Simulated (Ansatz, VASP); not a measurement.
# Cu in VASP and in Ansatz

The input INCAR:

```
  ALGO = Normal
  EDIFF = 1E-6
  ENCUT = 600
  GGA = PS
  GGA_COMPAT = False
  ISIF = 2
  ISMEAR = -1
  LASPH = True
  LCHARG = False
  LREAL = False
  LWAVE = False
  NBANDS = 12
  NELM = 120
  PREC = Accurate
  SIGMA = 0.05
```

File KPOINTS:

```
k-points
0
Gamma
  13 13 13
```

Contents of POSCAR:

```
Cu
1.0
   -1.4147752486      1.4147752486      1.4311247080
    1.4147752486     -1.4147752486      1.4311247080
    1.4147752486      1.4147752486     -1.4311247080
Cu
1
Direct
    0.0000000000      0.0000000000      0.0000000000
```

input.yaml

```yaml
crystal:
  lattice:
    - [-1.4147752486, 1.4147752486, 1.431124708]
    - [1.4147752486, -1.4147752486, 1.431124708]
    - [1.4147752486, 1.4147752486, -1.431124708]
  atoms:
    - { symbol: Cu, position: [0.0, 0.0, 0.0] }
kpoints:
  mp_grid: { grid: [13, 13, 13] }
scf:
  occupations: { method: fermi_dirac, width: 0.05 }
hamiltonian:
  xc: pbesol
  pseudopotentials: { kind: all_electron, lapw: { basis_error: 0.001 } }
output:
  forces: true
  stress: true
  eigenvalues: true
```

Change from the starting cell: strain_z_fixed_volume = 0.04.

Alike in both runs: task single point; functional PBEsol; k mesh 13 × 13 × 13; occupations fermi-dirac, width 0.05 eV; no spin polarisation.

```csv
,VASP,Ansatz
version,VASP 6.6.1,Ansatz 0.2.0
potentials or method,"VASP PAW PBE potentials, release 64 (Cu), cutoff 600 eV","all-electron LAPW, scalar-relativistic"
```

```tsv
	VASP	Ansatz	Ansatz less VASP
gap on the k mesh at the Fermi level (eV)	none	none	-
pressure (GPa)	-0.7	-1.5	-0.82
traceless stress, the component that is largest in VASP (GPa)	0.27	0.26	-0.012
```

VASP's potentials were made for PBE, not for PBEsol. A gap of «none» marks a metal or a gap that the smearing closes. Ansatz ran all-electron here, and VASP with PAW potentials.
